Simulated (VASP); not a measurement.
Input of a VASP 6.6.1 run:

The input POSCAR:

```
CsCl
1.0
    4.1406759133      0.0000000000      0.0000000000
    0.0000000000      4.1406759133      0.0000000000
    0.0000000000      0.0000000000      4.1406759133
Cs Cl
1 1
Direct
    0.0000000000      0.0000000000      0.0000000000
    0.5000000000      0.5000000000      0.5000000000
```

The input INCAR.step1:

```
SYSTEM = CsCl
  PREC = Accurate
  ENCUT = 550
  ISMEAR = 0
  SIGMA = 0.01
  LREAL = .False.
  LASPH = .True.
  NELM = 120
  NBANDS = 15
  GGA = PE
  ALGO = Normal
  EDIFF = 1E-5
  LWAVE = .True.
  LCHARG = .False.
  GGA_COMPAT = .False.
```

Contents of INCAR.step2:

```
SYSTEM = CsCl
  PREC = Accurate
  ENCUT = 550
  EDIFF = 1E-6
  ISMEAR = 0
  SIGMA = 0.01
  LREAL = .False.
  LASPH = .True.
  NELM = 120
  ALGO = Normal
  ISIF = 2
  LWAVE = .False.
  LCHARG = .False.
  METAGGA = R2SCAN
  LMIXTAU = .True.
  NBANDS = 15
  ISTART = 1
  GGA_COMPAT = .False.
```

The input KPOINTS:

```
Automatic mesh
0
Gamma
  4 4 4
  0 0 0
```

Potentials or basis: VASP PAW PBE potentials, release 64 (Cs_sv, Cl).

The run is started by

```console
$ cat potpaw_PBE.64/Cs_sv/POTCAR potpaw_PBE.64/Cl/POTCAR > POTCAR
$ cp INCAR.step1 INCAR
$ mpirun -np 1 vasp_std > vasp.out
$ cp INCAR.step2 INCAR
$ mpirun -np 1 vasp_std > vasp.out
```

Problem. Predict the band gap on the k mesh.

Solution. 5.91 eV, direct.

Problem. Predict the pressure.

Solution. 0.0 GPa.

Caveat: the PAW data sets were made with another functional, which shifts forces and pressure a little; spin-orbit coupling is left out, which moves the levels of the heavy elements. A k mesh can miss the band edges.
